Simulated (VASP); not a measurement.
# Al3Si2B in VASP: a series of runs, part 2 of 2

VASP 6.6.1. Earlier steps stand in the parts before.

## (3) Single point, PBE

INCAR reads:

```
ALGO = Normal
EDIFF = 1E-7
ENCUT = 520
GGA = PE
ISIF = 2
ISMEAR = 0
LASPH = T
LCHARG = F
LREAL = F
LWAVE = F
NBANDS = 19
NELM = 60
PREC = Accurate
SIGMA = 0.1
```

KPOINTS reads:

```
k-points
0
Gamma
  12 12 10
```

POSCAR reads:

```
Al3Si2B
1.0
    5.4158741258      0.0000000000      0.0000000000
   -2.7079370629      4.6902845767      0.0000000000
    0.0000000000      0.0000000000      4.1140090105
Al Si B
3 2 1
Direct
    0.5000000000      0.0000000000      0.0000000000
    0.0000000000      0.5000000000      0.0000000000
    0.5000000000      0.5000000000      0.0000000000
    0.3333333333      0.6666666667      0.5000000000
    0.6666666667      0.3333333333      0.5000000000
    0.0000000000      0.0000000000      0.5000000000
```

Potentials or basis: VASP PAW PBE potentials, release 64 (Al, Si, B).

Launch:

```sh
$ cat potpaw_PBE.64/Al/POTCAR potpaw_PBE.64/Si/POTCAR potpaw_PBE.64/B/POTCAR > POTCAR
$ mpirun -np 1 vasp_std > vasp.out
```

OUTCAR:

```text
EDIFF = 1E-7
   ENCUT = 520
   GGA = PE
   ISIF = 2
   ISMEAR = 0
   LASPH = T
   LREAL = F
   NELM = 60
   PREC = Accurate

 ion  position               nearest neighbor table
   1  0.500  0.000  0.000-   4 2.58   5 2.58   4 2.58   5 2.58   2 2.71   3 2.71   3 2.71   2 2.71

   2  0.000  0.500  0.000-   4 2.58   5 2.58   4 2.58   5 2.58   3 2.71   3 2.71   1 2.71   1 2.71

   3  0.500  0.500  0.000-   4 2.58   5 2.58   4 2.58   5 2.58   2 2.71   2 2.71   1 2.71   1 2.71
[... 741 lines left out ...]
  -------------------------------------------------------------------------------------
  Total       -0.0124791     -0.0124791     -0.0282699      0.0000000     -0.0000000      0.0000000
  in kB       -0.1913204     -0.1913204     -0.4334125      0.0000000     -0.0000000      0.0000000
  external PRESSURE =      -0.2720177 kB  Pullay stress =       0.0000000 kB

 VOLUME and BASIS-vectors are now :
 -----------------------------------------------------------------------------
  energy-cutoff  :      520.00
  volume of cell :      104.50
      direct lattice vectors                 reciprocal lattice vectors
     5.415874126  0.000000000  0.000000000     0.184642401  0.106603340  0.000000000
    -2.707937063  4.690284577  0.000000000     0.000000000  0.213206679  0.000000000
     0.000000000  0.000000000  4.114009011     0.000000000  0.000000000  0.243071903

 POSITION                                       TOTAL-FORCE (eV/Angst)
 -----------------------------------------------------------------------------------
      2.70794      0.00000      0.00000         0.000000      0.000000      0.000000
     -1.35397      2.34514      0.00000         0.000000      0.000000      0.000000
      1.35397      2.34514      0.00000         0.000000      0.000000      0.000000
     -0.00000      3.12686      2.05700        -0.000000     -0.000000      0.000000
      2.70794      1.56343      2.05700        -0.000000     -0.000000     -0.000000
      0.00000      0.00000      2.05700         0.000000      0.000000      0.000000
 -----------------------------------------------------------------------------------
    total drift:                               -0.000000     -0.000000      0.000000

  FREE ENERGIE OF THE ION-ELECTRON SYSTEM (eV)
  ---------------------------------------------------
  free  energy   TOTEN  =       -22.8702948416 eV

  energy  without entropy=      -22.8598583602  energy(sigma->0) =      -22.86507660
```

OSZICAR:

```text
N       E                     dE             d eps       ncg     rms          rms(c)
DAV:   1     0.281725908216E+02    0.28173E+02   -0.74723E+03  4332   0.857E+02
DAV:   2    -0.211380973197E+02   -0.49311E+02   -0.47268E+02  5646   0.121E+02
DAV:   3    -0.233210155717E+02   -0.21829E+01   -0.21437E+01  5768   0.220E+01
DAV:   4    -0.233477930255E+02   -0.26777E-01   -0.26741E-01  5465   0.289E+00
DAV:   5    -0.233482726720E+02   -0.47965E-03   -0.47962E-03  5425   0.404E-01    0.487E+00
DAV:   6    -0.229384832614E+02    0.40979E+00   -0.93261E-01  5484   0.354E+00    0.262E+00
DAV:   7    -0.228875824365E+02    0.50901E-01   -0.13277E-01  4962   0.157E+00    0.126E+00
DAV:   8    -0.228707903289E+02    0.16792E-01   -0.23746E-02  5248   0.669E-01    0.182E-01
DAV:   9    -0.228703855276E+02    0.40480E-03   -0.20900E-03  5411   0.218E-01    0.100E-01
DAV:  10    -0.228702955851E+02    0.89942E-04   -0.37895E-04  4844   0.816E-02    0.247E-02
DAV:  11    -0.228702942395E+02    0.13457E-05   -0.22762E-05  5139   0.242E-02    0.176E-02
DAV:  12    -0.228702953034E+02   -0.10639E-05   -0.17748E-06  5328   0.678E-03    0.382E-03
DAV:  13    -0.228702948108E+02    0.49260E-06   -0.44809E-07  4864   0.287E-03    0.254E-03
DAV:  14    -0.228702948416E+02   -0.30842E-07   -0.34218E-08  2832   0.908E-04
   1 F= -.22870295E+02 E0= -.22865077E+02  d E =-.104365E-01
```

stdout:

```text
POSCAR found type information on POSCAR AlSiB
 POSCAR found :  3 types and       6 ions
 scaLAPACK will be used
 LDA part: xc-table for (Slater+PW92), standard interpolation
 POSCAR, INCAR and KPOINTS ok, starting setup
 FFT: planning ... GRIDC
 FFT: planning ... GRID_SOFT
 FFT: planning ... GRID
 WAVECAR not read
 entering main loop
```

Run time: 4.2 min. Hardware: 1 thread of Intel Xeon 8259CL, shared host; peak memory 0.35 GiB.

What came out:

| Property | Result |
| --- | --- |
| Free energy | -22.8703 eV |
| Pressure | 0.0 GPa |
| Band gap on the k mesh | zero (bands 10 and 11 overlap by 3.28 eV) |

Levels at points of the mesh, in eV from the Fermi level:
```tsv
k point	band 7	band 8	band 9	band 10	band 11	band 12	band 13	band 14
(0.00, 0.00, 0.00)	-3.32	-3.32	-2.51	-0.72	1.57	1.89	2.70	2.70
(0.50, 0.00, 0.00)	-1.71	-1.69	-0.74	-0.71	0.20	0.66	0.97	1.95
(0.00, 0.00, 0.50)	-3.48	-2.05	-2.05	-1.78	-1.78	-0.78	-0.78	-0.42
(0.50, 0.00, 0.50)	-3.19	-3.07	-0.33	0.50	1.45	1.78	1.99	2.07
```

## (4) Relaxation of cell and atoms, PBE

INCAR reads:

```
SYSTEM = Al3Si2B
PREC     = Accurate       ! precision mode
ENCUT    = 600            ! plane-wave cutoff, eV
EDIFF    = 1E-6           ! SCF threshold, eV
ISMEAR   = 0              ! smearing method
SIGMA    = 0.1            ! smearing width, eV
LREAL    = .False.        ! projectors in reciprocal space
LASPH    = .True.         ! aspherical terms in the spheres
NELM     = 60             ! most SCF steps
ALGO     = Normal         ! electronic algorithm
ISIF     = 3              ! what is computed and relaxed
LWAVE    = .False.        ! write WAVECAR
LCHARG   = .False.        ! write CHGCAR
GGA      = PE             ! functional
IBRION   = 2              ! ionic algorithm
NSW      = 100            ! ionic steps
EDIFFG   = -0.01          ! ionic threshold
```

KPOINTS reads:

```
Automatic mesh
0
Gamma
  12 12 10
  0 0 0
```

Changes to POSCAR since step 3:

```diff
@@ -2,5 +2,5 @@
 1.0
-    5.4158741258      0.0000000000      0.0000000000
-   -2.7079370629      4.6902845767      0.0000000000
-    0.0000000000      0.0000000000      4.1140090105
+    5.4110875370      0.0000000000      0.0000000000
+   -2.7055437685      4.6861392692      0.0000000000
+    0.0000000000      0.0000000000      4.1174834821
 Al Si B
```

Launch:

```sh
$ cat potpaw_PBE.64/Al/POTCAR potpaw_PBE.64/Si/POTCAR potpaw_PBE.64/B/POTCAR > POTCAR
$ mpirun -np 1 vasp_std > vasp.out
```

Run time: 6.4 min. Hardware: 1 thread of Intel Xeon 8259CL, shared host; peak memory 0.43 GiB.

The run converged. Its results:

```yaml
Free_energy: -22.8706 eV
Relaxed_volume: 17.40 Å³/atom
Relaxed_cell: a = 5.413 Å, b = 5.413 Å, c = 4.114 Å, α = 90.00°, β = 90.00°, γ = 120.00°
Space_group_after_relaxing_to_0.1_Å: P6/mmm (No. 191)
Energy_gained_by_relaxing: 0.0 meV/atom
Ionic_steps: 2
Pressure_after_relaxing: 0.0 GPa
```

Final structure:
```yaml
crystal:
  lattice:
    - [5.41313, 0.00000, 0.00000]
    - [-2.70656, 4.68791, 0.00000]
    - [0.00000, 0.00000, 4.11394]
  atoms:
    - { symbol: Al, position: [0.50000, 0.00000, 0.00000] }
    - { symbol: Al, position: [0.00000, 0.50000, 0.00000] }
    - { symbol: Al, position: [0.50000, 0.50000, 0.00000] }
    - { symbol: Si, position: [0.33333, 0.66667, 0.50000] }
    - { symbol: Si, position: [0.66667, 0.33333, 0.50000] }
    - { symbol: B, position: [0.00000, 0.00000, 0.50000] }
```

Levels at points of the mesh, in eV from the Fermi level:
```
           k point  band 7  band 8  band 9  band 10  band 11  band 12  band 13  band 14
(0.00, 0.00, 0.00)   -3.32   -3.32   -2.52    -0.72     1.57     1.89     2.70     2.70
(0.50, 0.00, 0.00)   -1.72   -1.68   -0.73    -0.72     0.20     0.66     0.97     1.96
(0.00, 0.00, 0.50)   -3.49   -2.05   -2.05    -1.78    -1.78    -0.78    -0.78    -0.42
(0.50, 0.00, 0.50)   -3.19   -3.07   -0.32     0.50     1.45     1.78     1.99     2.07
```

Caveat: the highest band is partly filled, so the run has too few bands.

## (5) The runs side by side

| task | cell | k mesh | cutoff (eV) | gap on the mesh (eV) | pressure (GPa) |
| --- | --- | --- | --- | --- | --- |
| single point | a = 5.411, b = 5.411, c = 4.117 Å, angles 90.0, 90.0, 120.0°, 6 atoms | 6 × 6 × 4 | 520 | none | 0.0 |
| single point | a = 5.416, b = 5.416, c = 4.114 Å, angles 90.0, 90.0, 120.0°, 6 atoms | 12 × 12 × 10 | 520 | none | 0.0 |
| relaxation of cell and atoms | relaxed from a = 5.411, b = 5.411, c = 4.117 Å, angles 90.0, 90.0, 120.0°, 6 atoms | 12 × 12 × 10 | 600 | - | 0.0 |

Alike in all rows: level PBE; potentials or basis VASP PAW PBE potentials, release 64 (Al, Si, B); no spin polarisation; smearing gaussian 0.1 eV.

Caveats: some runs use coarse meshes; the highest band is partly filled, so the run has too few bands (at least some runs).

Total energies depend on the potentials used, so only differences within one code and one set of settings carry meaning.
